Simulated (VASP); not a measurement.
Runs of VASP 6.6.1 on Cu. The structure is that of space group I4/mmm (No. 139), or close to it. The cells are those of the table. 

```csv
cell,gap on the mesh (eV),pressure (GPa)
"a = 2.716, b = 2.716, c = 2.342 Å, angles 64.5, 64.5, 51.1°, 1 atom",none,(a)
"a = 2.489, b = 2.489, c = 2.951 Å, angles 53.6, 53.6, 72.7°, 1 atom",none,-3.4
"a = 2.525, b = 2.525, c = 2.628 Å, angles 58.6, 58.6, 62.7°, 1 atom",none,-4.2
"a = 2.847, b = 2.847, c = 2.233 Å, angles 66.9, 66.9, 46.2°, 1 atom",none,12.3
```

Alike in all rows: task single point; level r2SCAN; potentials or basis VASP PAW PBE potentials, release 64 (Cu); no spin polarisation; k mesh 24 × 24 × 24; cutoff (eV) 520; smearing gaussian 0.15 eV.

**Question.** Estimate the missing entries.

**Answer.** (a) 1.0.

Caveats: the PAW data sets were made with another functional, which shifts forces and pressure a little.

A gap of «none» marks levels without a gap at the run's occupations.
